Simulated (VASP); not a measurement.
# RbCl: single point with PBEsol

Crystal: RbCl.

```
CELL_PARAMETERS angstrom
0.00000 2.90183 2.90183
2.90183 0.00000 2.90183
2.90183 2.90183 0.00000
ATOMIC_POSITIONS crystal
Rb 0.00000 0.00000 0.00000
Cl 0.50000 0.50000 0.50000
```

- Program: VASP 6.6.1
- Task: single point
- Functional: PBEsol
- Potentials or basis: VASP PAW PBE potentials, release 64 (Rb_sv, Cl)
- Cutoff: 500 eV
- k mesh: 6 × 6 × 6
- Occupations: gaussian, width 0.01 eV
- Spin: no spin polarisation

* Pressure: 15.2 GPa
* Band gap on the k mesh: 5.28 eV, direct

Levels at points of the mesh, in eV from the valence-band top:
```
           k point  band 5  band 6  band 7  band 8  band 9  band 10  band 11  band 12
(0.00, 0.00, 0.00)   -7.36   -0.05   -0.05   -0.05    6.16     7.70     7.70     7.70
(0.50, 0.00, 0.00)   -7.07   -1.72   -0.95   -0.95    8.67     9.03    11.27    11.27
(0.50, 0.50, 0.00)   -7.75   -0.05    0.00    0.00    5.28     9.78    10.57    11.68
```

Wall time 9.6 s on 1 thread of Intel(R) Xeon(R) Platinum 8559C (Emerald Rapids), with other jobs on the host, peak memory 0.16 GiB.

Caveat: the PAW data sets were made with another functional, which shifts forces and pressure a little. A k mesh can miss the band edges.
